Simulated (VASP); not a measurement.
A run of VASP 6.6.1:

INCAR

```
SYSTEM = TePt
PREC = Accurate
ENCUT = 520
EDIFF = 1E-8
ISMEAR = -1
SIGMA = 0.08
LREAL = .FALSE.
LASPH = .TRUE.
NELM = 80
ALGO = Normal
ISIF = 2
LWAVE = .FALSE.
LCHARG = .FALSE.
GGA = PS
LEFG = .TRUE.
NBANDS = 24
```

Contents of KPOINTS:

```
Automatic mesh
0
G
  10 10 10
  0 0 0
```

The input POSCAR:

```
TePt
1.0
    1.9869027448      1.1471388346      6.9227446657
   -1.9869027448      1.1471388346      6.9227446657
    0.0000000000     -2.2942776691      6.9227446657
Te Pt
2 2
Direct
    0.9046298600      0.9046298600      0.9046298600
    0.0953701400      0.0953701400      0.0953701400
    0.6305913400      0.6305913400      0.6305913400
    0.3694086600      0.3694086600      0.3694086600
```

Potentials or basis: VASP PAW PBE potentials, release 64 (Te, Pt).

Launch:

```bash
$ cat potpaw_PBE.64/Te/POTCAR potpaw_PBE.64/Pt/POTCAR > POTCAR
$ mpirun -np 1 vasp_std > vasp.out
```

Hardware: 1 thread of Intel(R) Xeon(R) Platinum 8259CL CPU @ 2.50GHz (Skylake/Cascade Lake), with other jobs on the host.

How long does it take, and how much memory?

Run time: 18 min on 1 thread of Intel(R) Xeon(R) Platinum 8259CL CPU @ 2.50GHz (Skylake/Cascade Lake) (shared host), peak memory 0.54 GiB. Counts: scf iterations 16, k points 116.
